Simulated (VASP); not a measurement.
# Zn (Fm-3m) in VASP: notebook, part 2 of 2

VASP 6.6.1.

## 4. Single point, PBE

This run uses another cell than the first one, of 15.17 Å³/atom, 1.176 times its volume.

INCAR reads:

```
  PREC = Accurate
  ENCUT = 520
  EDIFF = 1E-7
  ISMEAR = 0
  SIGMA = 0.05
  LREAL = False
  LASPH = True
  NELM = 80
  ALGO = Fast
  ISIF = 2
  LWAVE = False
  LCHARG = False
  GGA = PE
  NBANDS = 12
```

KPOINTS reads:

```
regular mesh
0
Gamma
  14 14 14
```

POSCAR reads:

```
Zn
1.0
    0.0000000000      1.9647760000      1.9647760000
    1.9647760000      0.0000000000      1.9647760000
    1.9647760000      1.9647760000      0.0000000000
Zn
1
Direct
    0.0000000000      0.0000000000      0.0000000000
```

Potentials or basis: VASP PAW PBE potentials, release 64 (Zn).

Launch:

```console
> cat potpaw_PBE.64/Zn/POTCAR > POTCAR
> mpirun -np 1 vasp_std > vasp.out
```

OUTCAR:

```text
PREC = Accurate
   ENCUT = 520
   EDIFF = 1E-7
   ISMEAR = 0
   LREAL = False
   LASPH = True
   NELM = 80
   ISIF = 2
   GGA = PE

 ion  position               nearest neighbor table
   1  0.000  0.000  0.000-

  LATTYP: Found a face centered cubic cell.
 ALAT       =     3.9295520000

  Lattice vectors:

 A1 = (   0.0000000000,   1.9647760000,   1.9647760000)
 A2 = (   1.9647760000,   0.0000000000,   1.9647760000)
 A3 = (   1.9647760000,   1.9647760000,   0.0000000000)

Analysis of symmetry for initial positions (statically):
=====================================================================
 Subroutine PRICEL returns:
 Original cell was already a primitive cell.

 Routine SETGRP: Setting up the symmetry group for a
 face centered cubic supercell.

 Subroutine GETGRP returns: Found 48 space group operations
 (whereof 48 operations were pure point group operations)
 out of a pool of 48 trial point group operations.

The static configuration has the point symmetry O_h .

Analysis of symmetry for dynamics (positions and initial velocities):
=====================================================================
 Subroutine PRICEL returns:
 Original cell was already a primitive cell.

[... 160 lines left out ...]
 Fermi energy:         3.1104892808

 k-point     1 :       0.0000    0.0000    0.0000
  band No.  band energies     occupation
      1      -7.2699      2.00000
      2      -4.5313      2.00000
      3      -4.5313      2.00000
      4      -4.5313      2.00000
      5      -4.1515      2.00000
      6      -4.1515      2.00000
      7      21.3547      0.00000
      8      21.3547      0.00000
      9      21.3547      0.00000
     10      21.9768      0.00000
     11      24.1322      0.00000
     12      24.1322      0.00000
[... 331 lines left out ...]
 k-point    24 :       0.2857    0.1429    0.0000
  band No.  band energies     occupation
      1      -5.3661      2.00000
      2      -4.6891      2.00000
      3      -4.4335      2.00000
      4      -4.3396      2.00000
      5      -4.0100      2.00000
      6      -3.8875      2.00000
      7      11.3937      0.00000
      8      15.8535      0.00000
      9      17.9295      0.00000
     10      18.6056      0.00000
     11      22.5038      0.00000
     12      28.3795      0.00000

 [... further k-points ...]
[... 5 lines left out ...]
  --------------------------------------------------------------------------------------
  -------------------------------------------------------------------------------------
  Total        0.0395960      0.0395960      0.0395960     -0.0000000      0.0000000     -0.0000000
  in kB        4.1820880      4.1820880      4.1820880     -0.0000000      0.0000000     -0.0000000
  external PRESSURE =       4.1820880 kB  Pullay stress =       0.0000000 kB

 VOLUME and BASIS-vectors are now :
 -----------------------------------------------------------------------------
  energy-cutoff  :      520.00
  volume of cell :       15.17
      direct lattice vectors                 reciprocal lattice vectors
     0.000000000  1.964776000  1.964776000    -0.254481936  0.254481936  0.254481936
     1.964776000  0.000000000  1.964776000     0.254481936 -0.254481936  0.254481936
     1.964776000  1.964776000  0.000000000     0.254481936  0.254481936 -0.254481936

 POSITION                                       TOTAL-FORCE (eV/Angst)
 -----------------------------------------------------------------------------------
      0.00000      0.00000      0.00000        -0.000000     -0.000000      0.000000
 -----------------------------------------------------------------------------------
    total drift:                               -0.000000      0.000000     -0.000000

  FREE ENERGIE OF THE ION-ELECTRON SYSTEM (eV)
  ---------------------------------------------------
  free  energy   TOTEN  =        -1.0934103604 eV

  energy  without entropy=       -1.0931572080  energy(sigma->0) =       -1.09328378
```

OSZICAR:

```text
N       E                     dE             d eps       ncg     rms          rms(c)
DAV:   1     0.425891934018E+02    0.42589E+02   -0.66722E+03  2616   0.158E+03
DAV:   2     0.110914843477E+00   -0.42478E+02   -0.39802E+02  2576   0.216E+02
DAV:   3    -0.118812161931E+01   -0.12990E+01   -0.12968E+01  2892   0.367E+01
DAV:   4    -0.119138037337E+01   -0.32588E-02   -0.32586E-02  2812   0.176E+00
DAV:   5    -0.119138270044E+01   -0.23271E-05   -0.23273E-05  2920   0.467E-02    0.280E+00
RMM:   6    -0.109983733483E+01    0.91545E-01   -0.22839E-01  3031   0.642E+00    0.218E+00
RMM:   7    -0.109577552251E+01    0.40618E-02   -0.70365E-03  3163   0.127E+00    0.106E+00
RMM:   8    -0.109342933473E+01    0.23462E-02   -0.17704E-03  2909   0.430E-01    0.546E-02
RMM:   9    -0.109342842920E+01    0.90553E-06   -0.47379E-04  3228   0.342E-01    0.672E-02
RMM:  10    -0.109340985777E+01    0.18571E-04   -0.62792E-05  3206   0.978E-02    0.708E-03
RMM:  11    -0.109341034323E+01   -0.48546E-06   -0.37652E-06  3189   0.249E-02    0.142E-03
RMM:  12    -0.109341036042E+01   -0.17192E-07   -0.10920E-07  2160   0.384E-03
   1 F= -.10934104E+01 E0= -.10932838E+01  d E =-.253152E-03
```

stdout:

```text
POSCAR found type information on POSCAR Zn
 POSCAR found :  1 types and       1 ions
 scaLAPACK will be used
 LDA part: xc-table for (Slater+PW92), standard interpolation
 POSCAR, INCAR and KPOINTS ok, starting setup
 FFT: planning ... GRIDC
 FFT: planning ... GRID_SOFT
 FFT: planning ... GRID
 WAVECAR not read
 entering main loop
```

Wall time 13 s (1 thread of Intel Xeon 6975P-C, shared host); peak memory 0.14 GiB.

Results:

* Free energy: -1.0934 eV
* Pressure: 0.4 GPa
* Band gap on the k mesh: zero (band 6 reaches 4.56 eV, above the bottom of band 7 at 1.71 eV)

Levels at points of the mesh, in eV from the Fermi level:
```tsv
k point	band 3	band 4	band 5	band 6	band 7	band 8	band 9	band 10
(0.00, 0.00, 0.00)	-7.64	-7.64	-7.26	-7.26	18.24	18.24	18.24	18.87
(0.50, 0.00, 0.00)	-7.65	-6.98	-6.98	-2.92	-1.41	15.22	15.22	17.41
(0.50, 0.50, 0.00)	-6.99	-6.91	-6.91	-1.02	1.70	8.40	8.40	12.05
```
